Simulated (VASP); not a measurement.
Here is a VASP 6.6.1 calculation.

The input INCAR:

```
SYSTEM = Hf
ALGO = Normal
EDIFF = 1E-6
ENCUT = 500
GGA = PE
GGA_COMPAT = .FALSE.
ISIF = 2
ISMEAR = 0
LASPH = .TRUE.
LCHARG = .TRUE.
LELF = .TRUE.
LREAL = .FALSE.
LVHAR = .TRUE.
LWAVE = .FALSE.
NBANDS = 17
NELM = 120
PREC = Accurate
SIGMA = 0.15
```

The input KPOINTS:

```
k-points
0
G
  18 18 10
  0 0 0
```

File POSCAR:

```
Hf
1.0
    3.4292000000      0.0000000000      0.0000000000
   -1.7146000000      2.9697743147      0.0000000000
    0.0000000000      0.0000000000      4.8650000000
Hf
2
Direct
    0.3333333333      0.6666666667      0.2500000000
    0.6666666667      0.3333333333      0.7500000000
```

Potentials or basis: VASP PAW PBE potentials, release 64 (Hf_pv).

Launch:

```console
$ cat potpaw_PBE.64/Hf_pv/POTCAR > POTCAR
$ mpirun -np 1 vasp_std > vasp.out
```

(1) Estimate the pressure.

(2) Estimate the band gap on the k mesh.

Answers

(1) -8.3 GPa.

(2) zero (band 10 reaches 5.21 eV, above the bottom of band 11 at 3.76 eV).

Caveat: spin-orbit coupling is left out, which moves the levels of the heavy elements.
